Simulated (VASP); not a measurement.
# Be2S (P6/mmm) in VASP: further runs, part 2 of 2

VASP 6.6.1. Earlier steps stand in the parts before.

**3. Single point, PBE**

This run uses another cell than the first one: it holds 6 atoms, not 3.

Input file INCAR:

```
SYSTEM = Be2S
PREC = Accurate ; ENCUT = 520
EDIFF = 1E-6 ; ISMEAR = 0
SIGMA = 0.2 ; LREAL = .FALSE.
LASPH = .TRUE. ; NELM = 80
ALGO = Normal ; ISIF = 2
LWAVE = .FALSE. ; LCHARG = .FALSE.
GGA = PE ; NBANDS = 19
```

Input file KPOINTS:

```
regular mesh
0
G
  9 9 4
  0 0 0
```

Input file POSCAR:

```
Be2S
1.0
    3.5557689930      0.0000000000      0.0000000000
   -1.7778844965      3.0793862779      0.0000000000
    0.0000000000      0.0000000000      6.4353601842
Be S
4 2
Direct
    0.3333333333      0.6666666667      0.2500000000
    0.3333333333      0.6666666667      0.7500000000
    0.6666666667      0.3333333333      0.2500000000
    0.6666666667      0.3333333333      0.7500000000
    0.0000000000      0.0000000000      1.0000000000
    0.0000000000      0.0000000000      0.5000000000
```

Potentials or basis: VASP PAW PBE potentials, release 64 (Be, S).

Run with:

```bash
$ cat potpaw_PBE.64/Be/POTCAR potpaw_PBE.64/S/POTCAR > POTCAR
$ mpirun -np 1 vasp_std > vasp.out
```

It took 25 s on 1 thread of AMD EPYC 9R45 (Zen 5), shared host; peak memory 0.16 GiB.

Results (log left out):

```
Free energy            : -19.0897 eV
Pressure               : 0.2 GPa
Band gap on the k mesh : zero (band 10 reaches 7.88 eV, above the bottom of band 11 at 6.13 eV)
```

Stress tensor (GPa, compression positive):
```
 0.37  0.00  0.00
 0.00  0.37  0.00
 0.00  0.00 -0.20
```

Levels at points of the mesh, in eV from the Fermi level:
```
           k point  band 7  band 8  band 9  band 10  band 11  band 12  band 13  band 14
(0.00, 0.00, 0.00)   -2.11   -2.05   -2.05     0.42     0.42     1.13     1.96     1.96
(0.00, 0.00, 0.50)   -2.70   -2.70   -0.10    -0.10     1.04     1.04     1.04     1.04
```

**4. Single point, PBE**

This run uses another cell than the first one, of 11.74 Å³/atom, 0.848 times its volume.

Input file INCAR:

```
PREC     = Accurate       # precision mode
ENCUT    = 520            # plane-wave cutoff, eV
EDIFF    = 1E-7           # SCF threshold, eV
ISMEAR   = 0              # smearing method
SIGMA    = 0.1            # smearing width, eV
LREAL    = False          # projectors in reciprocal space
LASPH    = True           # aspherical terms in the spheres
NELM     = 60             # most SCF steps
ALGO     = Normal         # electronic algorithm
ISIF     = 2              # what is computed and relaxed
LWAVE    = False          # write WAVECAR
LCHARG   = False          # write CHGCAR
GGA      = PE             # functional
NBANDS   = 12             # bands
```

Input file KPOINTS:

```
regular mesh
0
Gamma
  15 15 14
```

Input file POSCAR:

```
Be2S
1.0
    3.5557689930      0.0000000000      0.0000000000
   -1.7778844965      3.0793862779      0.0000000000
    0.0000000000      0.0000000000      3.2176800921
Be S
2 1
Direct
    0.3333333333      0.6666666667      0.5000000000
    0.6666666667      0.3333333333      0.5000000000
    0.0000000000      0.0000000000      0.0000000000
```

Potentials or basis: VASP PAW PBE potentials, release 64 (Be, S).

Run with:

```bash
$ cat potpaw_PBE.64/Be/POTCAR potpaw_PBE.64/S/POTCAR > POTCAR
$ mpirun -np 1 vasp_std > vasp.out
```

OUTCAR:

```text
PREC = Accurate
   ENCUT = 520
   EDIFF = 1E-7
   ISMEAR = 0
   LREAL = False
   LASPH = True
   NELM = 60
   ISIF = 2
   GGA = PE

 ion  position               nearest neighbor table
   1  0.333  0.667  0.500-   2 2.05   2 2.05   2 2.05
   2  0.667  0.333  0.500-   1 2.05   1 2.05   1 2.05
   3  0.000  0.000  0.000-

  LATTYP: Found a hexagonal cell.
 ALAT       =     3.5557689930
 C/A-ratio  =     0.9049182043

  Lattice vectors:

 A1 = (   3.5557689930,   0.0000000000,   0.0000000000)
[... 541 lines left out ...]
      8      10.5484      0.00000
      9      12.2521      0.00000
     10      12.6302      0.00000
     11      15.1491      0.00000
     12      16.5447      0.00000

 [... further k-points ...]
[... 5 lines left out ...]
  --------------------------------------------------------------------------------------
  -------------------------------------------------------------------------------------
  Total        0.0107286      0.0107286      0.0096630      0.0000000     -0.0000000     -0.0000000
  in kB        0.4878778      0.4878778      0.4394236      0.0000000     -0.0000000     -0.0000000
  external PRESSURE =       0.4717264 kB  Pullay stress =       0.0000000 kB

 VOLUME and BASIS-vectors are now :
 -----------------------------------------------------------------------------
  energy-cutoff  :      520.00
  volume of cell :       35.23
      direct lattice vectors                 reciprocal lattice vectors
     3.555768993  0.000000000  0.000000000     0.281233118  0.162370016  0.000000000
    -1.777884497  3.079386278  0.000000000     0.000000000  0.324740033  0.000000000
     0.000000000  0.000000000  3.217680092     0.000000000  0.000000000  0.310782915

 POSITION                                       TOTAL-FORCE (eV/Angst)
 -----------------------------------------------------------------------------------
     -0.00000      2.05292      1.60884         0.000000      0.000000      0.000000
      1.77788      1.02646      1.60884        -0.000000      0.000000     -0.000000
      0.00000      0.00000      0.00000        -0.000000      0.000000      0.000000
 -----------------------------------------------------------------------------------
    total drift:                               -0.000000      0.000000      0.000000

  FREE ENERGIE OF THE ION-ELECTRON SYSTEM (eV)
  ---------------------------------------------------
  free  energy   TOTEN  =        -9.5369439236 eV

  energy  without entropy=       -9.5325317093  energy(sigma->0) =       -9.53473782
```

stdout:

```text
POSCAR found type information on POSCAR BeS
 POSCAR found :  2 types and       3 ions
 scaLAPACK will be used
 LDA part: xc-table for (Slater+PW92), standard interpolation
 POSCAR, INCAR and KPOINTS ok, starting setup
 FFT: planning ... GRIDC
 FFT: planning ... GRID_SOFT
 FFT: planning ... GRID
 WAVECAR not read
 entering main loop
```

It took 44 s on 1 thread of AMD EPYC 9R45 (Zen 5), shared host; peak memory 0.18 GiB.

What came out:

```
Free energy            : -9.5369 eV
Pressure               : 0.0 GPa
Band gap on the k mesh : zero (band 5 reaches 8.57 eV, above the bottom of band 6 at 3.91 eV)
```

**5. Relaxation of cell and atoms, PBE**

This run uses another cell than the first one, of 11.73 Å³/atom, 0.847 times its volume.

Input file INCAR:

```
PREC     = Accurate       # precision mode
ENCUT    = 600            # plane-wave cutoff, eV
EDIFF    = 1E-6           # SCF threshold, eV
ISMEAR   = 0              # smearing method
SIGMA    = 0.1            # smearing width, eV
LREAL    = False          # projectors in reciprocal space
LASPH    = True           # aspherical terms in the spheres
NELM     = 60             # most SCF steps
ALGO     = Normal         # electronic algorithm
ISIF     = 3              # what is computed and relaxed
LWAVE    = False          # write WAVECAR
LCHARG   = False          # write CHGCAR
GGA      = PE             # functional
IBRION   = 2              # ionic algorithm
NSW      = 100            # ionic steps
EDIFFG   = -0.01          # ionic threshold
```

KPOINTS is that of step 4.

Input file POSCAR:

```
Be2S
1.0
    3.5772772682      0.0000000000      0.0000000000
   -1.7886386341      3.0980129907      0.0000000000
    0.0000000000      0.0000000000      3.1756989442
Be S
2 1
Direct
    0.3333333333      0.6666666667      0.5000000000
    0.6666666667      0.3333333333      0.5000000000
    0.0000000000      0.0000000000      0.0000000000
```

Run with:

```bash
$ cat potpaw_PBE.64/Be/POTCAR potpaw_PBE.64/S/POTCAR > POTCAR
$ mpirun -np 1 vasp_std > vasp.out
```

Wall time 88 s (1 thread of AMD EPYC 9R45 (Zen 5), shared host); peak memory 0.2 GiB.

It converged, with:

```yaml
Free_energy: -9.5372 eV
Relaxed_volume: 11.74 Å³/atom
Relaxed_cell: a = 3.556 Å, b = 3.556 Å, c = 3.217 Å, α = 90.00°, β = 90.00°, γ = 120.00°
Space_group_after_relaxing_to_0.05_Å: P6/mmm (No. 191)
Energy_gained_by_relaxing: 1.6 meV/atom
Ionic_steps: 4
Pressure_after_relaxing: 0.1 GPa
Band_gap_on_the_k_mesh: zero (band 5 reaches 8.57 eV, above the bottom of band 6 at 3.91 eV)
```

Step by step:
```csv
step,energy change (eV),largest force (eV/Å),pressure (GPa),volume (Å³)
1,0.0000,0.0000,-0.18,35.19
2,-0.0041,0.0000,0.17,35.13
3,-0.0046,0.0000,0.34,35.09
4,-0.0048,0.0000,0.07,35.23
```

Final structure:
```
Be S
1.0
     3.55598    0.00000    0.00000
    -1.77799    3.07957    0.00000
     0.00000    0.00000    3.21688
Be S
2 1
Direct
  0.33333 0.66667 0.50000
  0.66667 0.33333 0.50000
  0.00000 0.00000 0.00000
```

Levels at points of the mesh, in eV from the Fermi level:
| k point | band 2 | band 3 | band 4 | band 5 | band 6 | band 7 | band 8 | band 9 |
| --- | --- | --- | --- | --- | --- | --- | --- | --- |
| (0.00, 0.00, 0.00) | -3.51 | -3.19 | -3.19 | -2.10 | 0.43 | 0.43 | 4.02 | 6.75 |
| (0.00, 0.00, 0.50) | -9.03 | -2.05 | -2.05 | 1.13 | 1.97 | 1.97 | 3.21 | 4.36 |

**6. The runs side by side**

| task | cell | k mesh | cutoff (eV) | smearing | gap on the mesh (eV) | pressure (GPa) | relaxed volume (Å³/atom) |
| --- | --- | --- | --- | --- | --- | --- | --- |
| relaxation of cell and atoms | relaxed from a = 3.770, b = 3.770, c = 3.376 Å, angles 90.0, 90.0, 120.0°, 3 atoms | 6 × 6 × 6 | 600 | gaussian 0.1 eV | none | 0.0 | 11.75 |
| single point | a = 3.556, b = 3.556, c = 6.435 Å, angles 90.0, 90.0, 120.0°, 6 atoms | 9 × 9 × 4 | 520 | gaussian 0.2 eV | none | 0.2 | - |
| single point | a = 3.556, b = 3.556, c = 3.218 Å, angles 90.0, 90.0, 120.0°, 3 atoms | 15 × 15 × 14 | 520 | gaussian 0.1 eV | none | 0.0 | - |
| relaxation of cell and atoms | relaxed from a = 3.577, b = 3.577, c = 3.176 Å, angles 90.0, 90.0, 120.0°, 3 atoms | 15 × 15 × 14 | 600 | gaussian 0.1 eV | none | 0.1 | 11.74 |

Alike in all rows: level PBE; potentials or basis VASP PAW PBE potentials, release 64 (Be, S); no spin polarisation.

Caveats: the volume moved by over 15 % at a fixed basis, so the end points are rough (some runs).

Absolute energies hang on the potentials; compare differences alone.
